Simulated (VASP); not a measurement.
# B3N2 (Pm-3m) in VASP: notebook

Runs on B3N2. Level: PBE. Tasks: single point, relaxation of cell and atoms.

Everything below comes from runs of VASP 6.6.1. Logs are shortened: lines on timing, memory, paths and dates and some standing lists are left out, and cuts for length are marked.

## (1) The cell of the first run

It takes space group Pm-3m (No. 221, cubic). Conventional cell: a = 3.721 Å, b = 3.721 Å, c = 3.721 Å, α = 90.00°, β = 90.00°, γ = 90.00°. B (site symmetry 4/mmm) has 2 N at 1.86 Å within 2.5 Å. Within 3.5 Å of N (site symmetry m-3m) lie 12 B at 2.63 Å and 8 N at 3.22 Å. N (site symmetry m-3m) has 6 B at 1.86 Å within 2.5 Å.

The cell was built from a structure type or drawn by symmetry, and may not be a known phase.

## (2) Single point, PBE, collinear spin, ferromagnetic start

Contents of INCAR:

```
  PREC = Accurate
  ENCUT = 520
  EDIFF = 1E-7
  ISMEAR = 0
  SIGMA = 0.1
  LREAL = False
  LASPH = True
  NELM = 150
  ALGO = Normal
  ISIF = 2
  LWAVE = False
  LCHARG = True
  ISPIN = 2
  MAGMOM = 0 0 0 1 1
  LORBIT = 11
  GGA = PE
  LELF = True
  LVHAR = True
  NBANDS = 22
```

Contents of KPOINTS:

```
regular mesh
0
Gamma
  6 6 6
```

Contents of POSCAR:

```
B3N2
1.0
    3.7214662900      0.0000000000      0.0000000000
    0.0000000000      3.7214662900      0.0000000000
    0.0000000000      0.0000000000      3.7214662900
B N
3 2
Direct
    0.5000000000      0.0000000000      0.0000000000
    0.0000000000      0.5000000000      0.0000000000
    0.0000000000      0.0000000000      0.5000000000
    0.5000000000      0.5000000000      0.5000000000
    0.0000000000      0.0000000000      0.0000000000
```

Potentials or basis: VASP PAW PBE potentials, release 64 (B, N).

Command:

```sh
> cat potpaw_PBE.64/B/POTCAR potpaw_PBE.64/N/POTCAR > POTCAR
> mpirun -np 1 vasp_std > vasp.out
```

OUTCAR:

```text
PREC = Accurate
   ENCUT = 520
   EDIFF = 1E-7
   ISMEAR = 0
   LREAL = False
   LASPH = True
   NELM = 150
   ISIF = 2
   ISPIN = 2
   LORBIT = 11
   GGA = PE

 ion  position               nearest neighbor table
   1  0.500  0.000  0.000-   5 1.86   5 1.86
   2  0.000  0.500  0.000-   5 1.86   5 1.86
   3  0.000  0.000  0.500-   5 1.86   5 1.86
   4  0.500  0.500  0.500-
   5  0.000  0.000  0.000-   1 1.86   2 1.86   3 1.86   3 1.86   2 1.86   1 1.86

  LATTYP: Found a simple cubic cell.
 ALAT       =     3.7214662900

  Lattice vectors:

 A1 = (   3.7214662900,   0.0000000000,   0.0000000000)
 A2 = (   0.0000000000,   3.7214662900,   0.0000000000)
 A3 = (   0.0000000000,   0.0000000000,   3.7214662900)

Analysis of symmetry for initial positions (statically):
=====================================================================
 Subroutine PRICEL returns:
 Original cell was already a primitive cell.

 Routine SETGRP: Setting up the symmetry group for a
 simple cubic supercell.

 Subroutine GETGRP returns: Found 48 space group operations
 (whereof 48 operations were pure point group operations)
 out of a pool of 48 trial point group operations.

The static configuration has the point symmetry O_h .

Analysis of symmetry for dynamics (positions and initial velocities):
=====================================================================
 Subroutine PRICEL returns:
 Original cell was already a primitive cell.

 Routine SETGRP: Setting up the symmetry group for a
 simple cubic supercell.

 Subroutine GETGRP returns: Found 48 space group operations
 (whereof 48 operations were pure point group operations)
 out of a pool of 48 trial point group operations.

The dynamic configuration has the point symmetry O_h .

Analysis of structural, dynamic, and magnetic symmetry:
=====================================================================
 Subroutine PRICEL returns:
 Original cell was already a primitive cell.

 Routine SETGRP: Setting up the symmetry group for a
 simple cubic supercell.

 Subroutine GETGRP returns: Found 48 space group operations
 (whereof 48 operations were pure point group operations)
 out of a pool of 48 trial point group operations.

The overall configuration has the point symmetry O_h .

 Subroutine INISYM returns: Found 48 space group operations
 (whereof 48 operations are pure point group operations),
 and found     1 'primitive' translations
[... 124 lines left out ...]
   IVDW    =     0    specifies the selected vdW correction
   LEPSILON=     F    determine dielectric tensor
   LRPA    =     F    only Hartree local field effects (RPA)
 spin polarized calculation
 Gauss-broadening in eV      SIGMA  =   0.10
  energy-cutoff  :      520.00
  volume of cell :       51.54
 maximum number of plane-waves:      1409
 NGX is ok and might be reduce to    28
   NGX = 13   NGY = 13   NGZ = 13

 number of electron      18.9999997 magnetization       0.4891650

 Free energy of the ion-electron system (eV)
  ---------------------------------------------------
  ext. energy  EPLUGINS =         0.00000000
  ---------------------------------------------------
  free energy    TOTEN  =       -23.03414665 eV

  energy without entropy =      -23.01970852  energy(sigma->0) =      -23.02692758

 E-fermi :   3.9213     XC(G=0): -10.6932

 val. band max:        3.8885959730   @ k =   0.5000   0.1667   0.1667
 cond. band min:       3.9301643046   @ k =   0.5000   0.1667   0.1667
 fundamental gap:      0.0415683316
 Fermi energy:         3.9213381857

 spin component 1

 k-point     1 :       0.0000    0.0000    0.0000
  band No.  band energies     occupation
      1     -14.0866      1.00000
      2      -8.9822      1.00000
      3      -3.8472      1.00000
      4      -3.8472      1.00000
      5      -3.8472      1.00000
      6       0.7441      1.00000
[... 469 lines left out ...]
     20       9.9639      0.00000
     21      16.8842      0.00000
 Fermi energy:         3.9213381857

 spin component 2

 k-point     1 :       0.0000    0.0000    0.0000
  band No.  band energies     occupation
      1     -14.0110      1.00000
      2      -8.8211      1.00000
      3      -3.7663      1.00000
      4      -3.7663      1.00000
      5      -3.7663      1.00000
      6       0.9466      1.00000
[... 469 lines left out ...]
     20      10.2171      0.00000
     21      17.0538      0.00000
 [bands above 21 left out]

------------------------ aborting loop because EDIFF is reached ----------------------------------------

  FORCE on cell =-STRESS in cart. coord.  units (eV):
  Direction    XX          YY          ZZ          XY          YZ          ZX
  --------------------------------------------------------------------------------------
  -------------------------------------------------------------------------------------
  Total       -9.3609509     -9.3609509     -9.3609509     -0.0000000     -0.0000000      0.0000000
  in kB     -290.9968456   -290.9968456   -290.9968456     -0.0000000     -0.0000000      0.0000000
  external PRESSURE =    -290.9968456 kB  Pullay stress =       0.0000000 kB

 VOLUME and BASIS-vectors are now :
 -----------------------------------------------------------------------------
  energy-cutoff  :      520.00
  volume of cell :       51.54
      direct lattice vectors                 reciprocal lattice vectors
     3.721466290  0.000000000  0.000000000     0.268711288  0.000000000  0.000000000
     0.000000000  3.721466290  0.000000000     0.000000000  0.268711288  0.000000000
     0.000000000  0.000000000  3.721466290     0.000000000  0.000000000  0.268711288

 POSITION                                       TOTAL-FORCE (eV/Angst)
 -----------------------------------------------------------------------------------
      1.86073      0.00000      0.00000         0.000000      0.000000      0.000000
      0.00000      1.86073      0.00000         0.000000      0.000000      0.000000
      0.00000      0.00000      1.86073         0.000000      0.000000      0.000000
      1.86073      1.86073      1.86073         0.000000      0.000000      0.000000
      0.00000      0.00000      0.00000         0.000000      0.000000      0.000000
 -----------------------------------------------------------------------------------
    total drift:                                0.000000      0.000000      0.000000

  FREE ENERGIE OF THE ION-ELECTRON SYSTEM (eV)
  ---------------------------------------------------
  free  energy   TOTEN  =       -23.0341466475 eV

  energy  without entropy=      -23.0197085201  energy(sigma->0) =      -23.02692758

 total charge

# of ion       s       p       d       tot
------------------------------------------
    1        0.773   0.589   0.000   1.362
    2        0.773   0.589   0.000   1.362
    3        0.773   0.589   0.000   1.362
    4        1.364   1.955   0.000   3.319
    5        1.298   2.273   0.000   3.571
--------------------------------------------------
tot          4.981   5.994   0.000  10.975

 magnetization (x)

# of ion       s       p       d       tot
------------------------------------------
    1        0.014   0.046   0.000   0.060
    2        0.014   0.046   0.000   0.060
    3        0.014   0.046   0.000   0.060
    4        0.019   0.068   0.000   0.087
    5        0.011   0.010   0.000   0.021
--------------------------------------------------
tot          0.072   0.216   0.000   0.287
```

OSZICAR:

```text
N       E                     dE             d eps       ncg     rms          rms(c)
DAV:   1     0.389852086291E+02    0.38985E+02   -0.82479E+03  1760   0.759E+02
DAV:   2    -0.207966086054E+02   -0.59782E+02   -0.55483E+02  2310   0.155E+02
DAV:   3    -0.236245108927E+02   -0.28279E+01   -0.27810E+01  2104   0.288E+01
DAV:   4    -0.236372052695E+02   -0.12694E-01   -0.12692E-01  2036   0.219E+00
DAV:   5    -0.236372445502E+02   -0.39281E-04   -0.39280E-04  2144   0.120E-01    0.782E+00
DAV:   6    -0.235302025554E+02    0.10704E+00   -0.45743E+00  1942   0.110E+01    0.576E+00
DAV:   7    -0.230823102132E+02    0.44789E+00   -0.24885E+00  2034   0.608E+00    0.223E+00
DAV:   8    -0.230373092672E+02    0.45001E-01   -0.14243E-01  2040   0.234E+00    0.119E+00
DAV:   9    -0.230326715308E+02    0.46377E-02   -0.37529E-02  2030   0.109E+00    0.225E-01
DAV:  10    -0.230334369755E+02   -0.76544E-03   -0.22612E-03  2174   0.276E-01    0.127E-01
DAV:  11    -0.230338921490E+02   -0.45517E-03   -0.26797E-04  2066   0.103E-01    0.752E-02
DAV:  12    -0.230341375166E+02   -0.24537E-03   -0.26569E-04  2054   0.887E-02    0.144E-02
DAV:  13    -0.230341453570E+02   -0.78404E-05   -0.19686E-05  2066   0.277E-02    0.632E-03
DAV:  14    -0.230341462893E+02   -0.93224E-06   -0.22047E-06  2174   0.852E-03    0.316E-03
DAV:  15    -0.230341466125E+02   -0.32325E-06   -0.60182E-07  2052   0.381E-03    0.970E-04
DAV:  16    -0.230341466475E+02   -0.35022E-07   -0.58122E-08  1306   0.165E-03
   1 F= -.23034147E+02 E0= -.23026928E+02  d E =-.144381E-01  mag=     0.4891
```

Run time: 1.7 min. Hardware: 1 thread of Intel Xeon 8259CL, shared host; peak memory 0.18 GiB.

Results:

```
Free energy                                           : -23.0341 eV
Pressure                                              : -29.1 GPa
Net moment                                            : 0.49 μB per cell
Site moments                                          : B +0.06; N +0.09, +0.02 μB
Valence electrons inside the program's atomic spheres : B 1.36; N 3.32, 3.57
```

Caveat: the cell stands under tension.

(Part 1 of 2 ends here.)
